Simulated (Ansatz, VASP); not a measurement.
# HgTe: VASP beside Ansatz

The input POSCAR:

```
HgTe
1.0
    3.7903382814      0.0000000000      0.0000000000
    0.0000000000      3.7903382814      0.0000000000
    0.0000000000      0.0000000000      3.7903382814
Hg Te
1 1
Direct
    0.0000000000      0.0000000000      0.0000000000
    0.5000000000      0.5000000000      0.5000000000
```

INCAR.step1

```
SYSTEM = HgTe
PREC     = Accurate       ! precision mode
ENCUT    = 520            ! plane-wave cutoff, eV
ISMEAR   = -1             ! smearing method
SIGMA    = 0.02           ! smearing width, eV
LREAL    = .FALSE.        ! projectors in reciprocal space
LASPH    = .TRUE.         ! aspherical terms in the spheres
NELM     = 60             ! most SCF steps
NBANDS   = 16             ! bands
ISYM     = 0            
GGA      = PE             ! functional
ALGO     = Normal         ! electronic algorithm
EDIFF    = 1E-4           ! SCF threshold, eV
LWAVE    = .TRUE.         ! write WAVECAR
LCHARG   = .FALSE.        ! write CHGCAR
```

The input INCAR.step2:

```
SYSTEM = HgTe
PREC     = Accurate       ! precision mode
ENCUT    = 520            ! plane-wave cutoff, eV
EDIFF    = 1E-6           ! SCF threshold, eV
ISMEAR   = -1             ! smearing method
SIGMA    = 0.02           ! smearing width, eV
LREAL    = .FALSE.        ! projectors in reciprocal space
LASPH    = .TRUE.         ! aspherical terms in the spheres
NELM     = 60             ! most SCF steps
ALGO     = Normal         ! electronic algorithm
ISIF     = 2              ! what is computed and relaxed
LWAVE    = .FALSE.        ! write WAVECAR
LCHARG   = .TRUE.         ! write CHGCAR
METAGGA  = R2SCAN         ! meta-GGA
LMIXTAU  = .TRUE.       
LELF     = .TRUE.         ! ELF
LVHAR    = .TRUE.       
NBANDS   = 16             ! bands
ISYM     = 0            
ISTART   = 1
```

The input KPOINTS:

```
Automatic mesh
0
G
  4 4 4
  0 0 0
```

Input for Ansatz:

```yaml
crystal:
  lattice:
    - [3.7903382814, 0.0, 0.0]
    - [0.0, 3.7903382814, 0.0]
    - [0.0, 0.0, 3.7903382814]
  atoms:
    - { symbol: Hg, position: [0.0, 0.0, 0.0] }
    - { symbol: Te, position: [0.5, 0.5, 0.5] }
  symmetry: { detect: false }
kpoints:
  mp_grid: { grid: [4, 4, 4] }
hamiltonian:
  xc: r2scan
scf:
  occupations: { method: fermi_dirac, width: 0.02 }
  n_extra_bands: 4
output:
  forces: true
  stress: true
  eigenvalues: true
```

Alike in both runs: task single point; functional r2SCAN; k mesh 4 × 4 × 4; occupations fermi-dirac, width 0.02 eV; no spin polarisation.

```csv
,VASP,Ansatz
version,VASP 6.6.1,Ansatz 0.2.0
potentials or method,"VASP PAW PBE potentials, release 64 (Hg, Te)",plane waves
plane-wave cutoff (eV),520,500
valence electrons in the cell,18,36
```

|  | VASP | Ansatz | Ansatz less VASP |
| --- | --- | --- | --- |
| pressure (GPa) | 0.2 | 0.1 | -0.11 |

VASP's potentials were made for PBE, not for r2SCAN. With one functional, cell and mesh, what is left measures potentials, basis and numerics. VASP's potentials hold 18 valence electrons a cell and Ansatz's 36, so a difference there can come from the potentials and not from the codes.

The k mesh is coarse, so the values compare programs but aren't converged. Neither program's run includes spin-orbit coupling.
